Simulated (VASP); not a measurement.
# ZrS2 (r.Ae) in VASP: single point with PBEsol

Aim: the single point of ZrS2 (r.Ae) with PBEsol.

Everything below comes from runs of VASP 6.6.1. Logs are shortened: lines on timing, memory, paths and dates and some standing lists are left out, and cuts for length are marked.

**1. The cell of the first run**

The cell holds a sheet with vacuum, 3 atoms: a = 3.678 Å, b = 3.678 Å, c = 18.881 Å, α = 90.00°, β = 90.00°, γ = 120.00°.

**2. Single point, PBEsol**

INCAR reads:

```
PREC     = Accurate       # precision mode
ENCUT    = 400            # plane-wave cutoff, eV
EDIFF    = 1E-6           # SCF threshold, eV
ISMEAR   = 0              # smearing method
SIGMA    = 0.03           # smearing width, eV
LREAL    = False          # projectors in reciprocal space
LASPH    = True           # aspherical terms in the spheres
NELM     = 120            # most SCF steps
ALGO     = Normal         # electronic algorithm
ISIF     = 2              # what is computed and relaxed
LWAVE    = False          # write WAVECAR
LCHARG   = False          # write CHGCAR
LDIPOL   = True         
IDIPOL   = 3            
DIPOL    = 0.5 0.5 0.500
GGA      = PS             # functional
NBANDS   = 19             # bands
GGA_COMPAT= False        
NELMDL   = -8
```

KPOINTS reads:

```
regular mesh
0
Gamma
  12 12 1
```

POSCAR reads:

```
ZrS2
1.0
    3.6780738295      0.0000000000      0.0000000000
   -1.8390369147      3.1853053733      0.0000000000
    0.0000000000      0.0000000000     18.8813308173
S Zr
2 1
Direct
    0.3333333333      0.6666666667      0.4236989478
    0.6666666667      0.3333333333      0.5763010522
    0.0000000000      0.0000000000      0.5000000000
```

Potentials or basis: VASP PAW PBE potentials, release 64 (S, Zr_sv).

The run is started by

```bash
> cat potpaw_PBE.64/S/POTCAR potpaw_PBE.64/Zr_sv/POTCAR > POTCAR
> mpirun -np 1 vasp_std > vasp.out
```

OUTCAR:

```text
PREC = Accurate
   ENCUT = 400
   EDIFF = 1E-6
   ISMEAR = 0
   LREAL = False
   LASPH = True
   NELM = 120
   ISIF = 2
   GGA = PS
   NELMDL = -8

 ion  position               nearest neighbor table
   1  0.333  0.667  0.424-   3 2.57   3 2.57   3 2.57
   2  0.667  0.333  0.576-   3 2.57   3 2.57   3 2.57
   3  0.000  0.000  0.500-   1 2.57   2 2.57   1 2.57   2 2.57   2 2.57   1 2.57

  LATTYP: Found a hexagonal cell.
 ALAT       =     3.6780738295
 C/A-ratio  =     5.1334833645

  Lattice vectors:

 A1 = (   3.6780738295,   0.0000000000,   0.0000000000)
 A2 = (  -1.8390369147,   3.1853053733,   0.0000000000)
 A3 = (   0.0000000000,   0.0000000000,  18.8813308173)

Analysis of symmetry for initial positions (statically):
=====================================================================
 Subroutine PRICEL returns:
 Original cell was already a primitive cell.

 Routine SETGRP: Setting up the symmetry group for a
 hexagonal supercell.

 Subroutine GETGRP returns: Found 12 space group operations
 (whereof 12 operations were pure point group operations)
 out of a pool of 24 trial point group operations.

The static configuration has the point symmetry D_3d.

Analysis of symmetry for dynamics (positions and initial velocities):
=====================================================================
 Subroutine PRICEL returns:
 Original cell was already a primitive cell.

 Routine SETGRP: Setting up the symmetry group for a
 hexagonal supercell.

 Subroutine GETGRP returns: Found 12 space group operations
 (whereof 12 operations were pure point group operations)
 out of a pool of 24 trial point group operations.

The dynamic configuration has the point symmetry D_3d.

 Subroutine INISYM returns: Found 12 space group operations
 (whereof 12 operations are pure point group operations),
 and found     1 'primitive' translations

----------------------------------------------------------------------------------------

                                     Primitive cell

  volume of cell :     221.2097

  direct lattice vectors                    reciprocal lattice vectors
     3.678073830  0.000000000  0.000000000     0.271881438  0.156970821  0.000000000
    -1.839036915  3.185305373  0.000000000     0.000000000  0.313941642  0.000000000
     0.000000000  0.000000000 18.881330817     0.000000000  0.000000000  0.052962368

  length of vectors
     3.678073830  3.678073829 18.881330817     0.313941642  0.313941642  0.052962368

  position of ions in fractional coordinates (direct lattice)
     0.333333333  0.666666667  0.423698948
     0.666666667  0.333333333  0.576301052
     0.000000000  0.000000000  0.500000000

  ion indices of the primitive-cell ions
   primitive index   ion index
                 1           1
                 2           2
                 3           3

----------------------------------------------------------------------------------------

 KPOINTS: regular mesh

Automatic generation of k-mesh.
 Grid dimensions read from file:
 generate k-points for:   12   12    1

 Generating k-lattice:

  Cartesian coordinates                     Fractional coordinates (reciprocal lattice)
     0.022656786  0.013080902  0.000000000     0.083333333  0.000000000  0.000000000
     0.000000000  0.026161804  0.000000000     0.000000000  0.083333333  0.000000000
     0.000000000  0.000000000  0.052962368     0.000000000  0.000000000  1.000000000

  Length of vectors
     0.026161804  0.026161804  0.052962368

  Shift w.r.t. Gamma in fractional coordinates (k-lattice)
     0.000000000  0.000000000  0.000000000

 Subroutine IBZKPT returns following result:
 ===========================================

 Found     19 irreducible k-points:

 Following reciprocal coordinates:
            Coordinates               Weight
  0.000000  0.000000  0.000000      1.000000
  0.083333 -0.000000  0.000000      6.000000
  0.166667  0.000000  0.000000      6.000000
  0.250000 -0.000000  0.000000      6.000000
  0.333333  0.000000  0.000000      6.000000
  0.416667 -0.000000  0.000000      6.000000
[... 11 lines left out ...]
  0.333333  0.250000  0.000000     12.000000
  0.333333  0.333333  0.000000      2.000000
   k-points           NKPTS =     19   k-points in BZ     NKDIM =     19   number of bands    NBANDS=     19
   number of dos      NEDOS =    301   number of ions     NIONS =      3
   total plane-waves  NPLWV =  72576
   dimension x,y,z NGX =    24 NGY =   24 NGZ =  126
   dimension x,y,z NGXF=    48 NGYF=   48 NGZF=  252
   ions per type =               2   1
   NGX,Y,Z   is equivalent  to a cutoff of  10.85, 10.85, 11.09 a.u.
   NGXF,Y,Z  is equivalent  to a cutoff of  21.70, 21.70, 22.19 a.u.
 SYSTEM =  unknown system
   PREC   = accura    normal or accurate (medium, high low for compatibility)
   ISTART =      0    job   : 0-new  1-cont  2-samecut
   ICHARG =      2    charge: 1-file 2-atom 10-const
   ISPIN  =      1    spin polarized calculation?
   LNONCOLLINEAR =      F non collinear calculations
   LSORBIT =      F    spin-orbit coupling
   LASPH  =      T    aspherical Exc in radial PAW
   ENCUT  =  400.0 eV  29.40 Ry    5.42 a.u.   6.00  6.00 30.79*2*pi/ulx,y,z
   NELM   =    120;   NELMIN=  2; NELMDL= -8     # of ELM steps
   EDIFF  = 0.1E-05   stopping-criterion for ELM
   LREAL  =      F    real-space projection
   EDIFFG = 0.1E-04   stopping-criterion for IOM
   NSW    =      0    number of steps for IOM
   IBRION =     -1    ionic relax: 0-MD 1-quasi-New 2-CG
   NFREE  =      0    steps in history (QN), initial steepest desc. (CG)
   ISIF   =      2    stress and relaxation
   ISYM   =      2    0-nonsym 1-usesym 2-fastsym
   POTIM  = 0.5000    time-step for ionic-motion
   TEBEG  =    0.0;   TEEND  =   0.0 temperature during run
   PSTRESS=    0.0 pullay stress
   NELECT =      24.0000    total number of electrons
   NUPDOWN=      -1.0000    fix difference up-down
   EMIN   =  10.00;   EMAX   =-10.00  energy-range for DOS
   EFERMI =   0.00;   METHOD = LEGACY
   ISMEAR =     0;   SIGMA  =   0.03  broadening in eV -4-tet -1-fermi 0-gaus
   EFERMI_NEDOS =   21; number of points for ismear=-14 and -15
   IALGO  =     38    algorithm
   IMIX   =      4    mixing-type and parameters
     AMIX     =   0.40;   BMIX     =  1.00
     AMIX_MAG =   1.60;   BMIX_MAG =  1.00
  volume/ion in A,a.u.               =      73.74       497.60
  Fermi-wavevector in a.u.,A,eV,Ry     =   0.780807  1.475512  8.294929  0.609660
  Thomas-Fermi vector in A             =   1.884195
   LORBIT       =      0    0 simple, 1 ext, 2 COOP (PROOUT), +10 PAW based schemes
   GGA     = PS    functional components
   LHFCALC =     F    Hartree Fock is set to
   AEXX    =    0.0000 exact exchange contribution
   IVDW    =     0    specifies the selected vdW correction
   LEPSILON=     F    determine dielectric tensor
   LRPA    =     F    only Hartree local field effects (RPA)
 non-spin polarized calculation
 Gauss-broadening in eV      SIGMA  =   0.03
  energy-cutoff  :      400.00
  volume of cell :      221.21
 maximum number of plane-waves:      4068
 NGX is ok and might be reduce to    24
   NGX = 11   NGY = 11   NGZ = 61

 dipolmoment           0.000000      0.000000      0.000000 electrons x Angstroem

 number of electron      24.0000003 magnetization

 dipolmoment           0.000000      0.000000     -0.000000 electrons x Angstroem

 Free energy of the ion-electron system (eV)
  ---------------------------------------------------
  ext. energy  EPLUGINS =         0.00000000
  ---------------------------------------------------
  free energy    TOTEN  =       -22.50736747 eV

  energy without entropy =      -22.50736747  energy(sigma->0) =      -22.50736747

 E-fermi :  -2.9701     XC(G=0):  -3.4674

 val. band max:       -3.0938245830   @ k =   0.0000   0.0000   0.0000
 cond. band min:      -1.9548867655   @ k =   0.5000  -0.0000   0.0000
 fundamental gap:      1.1389378175
 Fermi energy:        -2.9701098518

 k-point     1 :       0.0000    0.0000    0.0000
  band No.  band energies     occupation
      1     -51.8412      2.00000
      2     -29.9410      2.00000
      3     -29.7856      2.00000
      4     -29.7856      2.00000
      5     -15.4699      2.00000
      6     -14.2893      2.00000
[... 11 lines left out ...]
     18       2.4561      0.00000
     19       2.9450      0.00000

 k-point     2 :       0.0833   -0.0000    0.0000
  band No.  band energies     occupation
      1     -51.8399      2.00000
      2     -29.9372      2.00000
      3     -29.8036      2.00000
      4     -29.7894      2.00000
      5     -15.3985      2.00000
      6     -14.3009      2.00000
[... 11 lines left out ...]
     18       2.6688      0.00000
     19       3.1963      0.00000

 k-point     3 :       0.1667    0.0000    0.0000
  band No.  band energies     occupation
      1     -51.8365      2.00000
      2     -29.9269      2.00000
      3     -29.8521      2.00000
      4     -29.7999      2.00000
      5     -15.2002      2.00000
      6     -14.3310      2.00000
[... 11 lines left out ...]
     18       3.1667      0.00000
     19       3.5893      0.00000

 k-point     4 :       0.2500   -0.0000    0.0000
  band No.  band energies     occupation
      1     -51.8319      2.00000
      2     -29.9211      2.00000
      3     -29.9090      2.00000
      4     -29.8141      2.00000
      5     -14.9264      2.00000
      6     -14.3601      2.00000
[... 11 lines left out ...]
     18       3.7126      0.00000
     19       4.0625      0.00000

 k-point     5 :       0.3333    0.0000    0.0000
  band No.  band energies     occupation
      1     -51.8272      2.00000
      2     -29.9827      2.00000
      3     -29.8973      2.00000
      4     -29.8283      2.00000
      5     -14.6938      2.00000
      6     -14.3249      2.00000
[... 11 lines left out ...]
     18       3.7523      0.00000
     19       4.5940      0.00000

 k-point     6 :       0.4167   -0.0000    0.0000
  band No.  band energies     occupation
      1     -51.8238      2.00000
      2     -30.0292      2.00000
      3     -29.8868      2.00000
      4     -29.8386      2.00000
      5     -14.6246      2.00000
      6     -14.1779      2.00000
[... 11 lines left out ...]
     18       3.3982      0.00000
     19       4.2327      0.00000

 k-point     7 :       0.5000   -0.0000    0.0000
  band No.  band energies     occupation
      1     -51.8225      2.00000
      2     -30.0461      2.00000
      3     -29.8829      2.00000
      4     -29.8423      2.00000
      5     -14.6206      2.00000
      6     -14.0972      2.00000
[... 11 lines left out ...]
     18       3.3325      0.00000
     19       4.0837      0.00000

 k-point     8 :       0.0833    0.0833    0.0000
  band No.  band energies     occupation
      1     -51.8376      2.00000
      2     -29.9301      2.00000
      3     -29.8359      2.00000
      4     -29.7975      2.00000
      5     -15.2633      2.00000
      6     -14.3220      2.00000
[... 146 lines left out ...]
 k-point    15 :       0.3333    0.1667    0.0000
  band No.  band energies     occupation
      1     -51.8225      2.00000
      2     -30.0120      2.00000
      3     -29.8851      2.00000
      4     -29.8758      2.00000
      5     -14.4976      2.00000
      6     -14.2343      2.00000
[... 11 lines left out ...]
     18       4.3868      0.00000
     19       4.8819      0.00000

 k-point    16 :       0.4167    0.1667    0.0000
  band No.  band energies     occupation
      1     -51.8215      2.00000
      2     -30.0231      2.00000
      3     -29.8844      2.00000
      4     -29.8800      2.00000
      5     -14.5004      2.00000
      6     -14.1591      2.00000
[... 11 lines left out ...]
     18       4.2696      0.00000
     19       4.7950      0.00000

 k-point    17 :       0.2500    0.2500    0.0000
  band No.  band energies     occupation
      1     -51.8225      2.00000
      2     -29.9955      2.00000
      3     -29.8964      2.00000
      4     -29.8813      2.00000
      5     -14.3897      2.00000
      6     -14.3469      2.00000
[... 11 lines left out ...]
     18       4.9832      0.00000
     19       5.1102      0.00000

 k-point    18 :       0.3333    0.2500    0.0000
  band No.  band energies     occupation
      1     -51.8208      2.00000
      2     -29.9974      2.00000
      3     -29.9213      2.00000
      4     -29.8782      2.00000
      5     -14.3872      2.00000
      6     -14.2390      2.00000
[... 11 lines left out ...]
     18       5.0795      0.00000
     19       5.4020      0.00000

 k-point    19 :       0.3333    0.3333    0.0000
  band No.  band energies     occupation
      1     -51.8202      2.00000
      2     -29.9646      2.00000
      3     -29.9646      2.00000
      4     -29.8765      2.00000
      5     -14.2938      2.00000
      6     -14.2938      2.00000
[... 11 lines left out ...]
     18       5.5675      0.00000
     19       5.9545      0.00000

------------------------ aborting loop because EDIFF is reached ----------------------------------------

 vacuum level on the upper side and lower side of the slab       (xc-potential included)        -0.143        -0.143

  FORCE on cell =-STRESS in cart. coord.  units (eV):
  Direction    XX          YY          ZZ          XY          YZ          ZX
  --------------------------------------------------------------------------------------
  -------------------------------------------------------------------------------------
  Total       -1.0734243     -1.0734243     -0.4390698     -0.0000000      0.0000000      0.0000000
  in kB       -7.7745967     -7.7745967     -3.1800948     -0.0000000      0.0000000      0.0000000
  external PRESSURE =      -6.2430961 kB  Pullay stress =       0.0000000 kB

 VOLUME and BASIS-vectors are now :
 -----------------------------------------------------------------------------
  energy-cutoff  :      400.00
  volume of cell :      221.21
      direct lattice vectors                 reciprocal lattice vectors
     3.678073830  0.000000000  0.000000000     0.271881438  0.156970821  0.000000000
    -1.839036915  3.185305373  0.000000000     0.000000000  0.313941642  0.000000000
     0.000000000  0.000000000 18.881330817     0.000000000  0.000000000  0.052962368

 POSITION                                       TOTAL-FORCE (eV/Angst)
 -----------------------------------------------------------------------------------
     -0.00000      2.12354      8.00000        -0.000000     -0.000000      0.137976
      1.83904      1.06177     10.88133         0.000000      0.000000     -0.137976
      0.00000      0.00000      9.44067        -0.000000      0.000000      0.000000
 -----------------------------------------------------------------------------------
    total drift:                                0.000000      0.000000     -0.000000

  FREE ENERGIE OF THE ION-ELECTRON SYSTEM (eV)
  ---------------------------------------------------
  free  energy   TOTEN  =       -22.5073674658 eV

  energy  without entropy=      -22.5073674658  energy(sigma->0) =      -22.50736747

 vacuum level on the upper side and lower side of the slab         3.261         3.261
```

Wall time 2 min (1 thread of Intel Xeon 8259CL, shared host); peak memory 0.27 GiB.

Results:

| Quantity | Value |
| --- | --- |
| Free energy | -22.5074 eV |
| Largest force | 0.138 eV/Å |
| Band gap on the k mesh | 1.14 eV, indirect (least direct gap 1.64 eV) |

Forces on the atoms (eV/Å):
```
S    0.000  0.000  0.138
S    0.000  0.000 -0.138
Zr   0.000  0.000  0.000
```

Levels at points of the mesh, in eV from the valence-band top:
```tsv
k point	band 8	band 9	band 10	band 11	band 12	band 13	band 14	band 15	band 16	band 17
(0.00, 0.00, 0.00)	-2.65	-2.65	-0.81	0.00	0.00	1.64	1.64	2.61	5.29	5.29
(0.50, 0.00, 0.00)	-2.74	-2.40	-2.22	-1.14	-0.94	1.14	3.35	3.63	5.64	6.31
```

Caveat: the PAW data sets were made with another functional, which shifts forces and pressure a little.
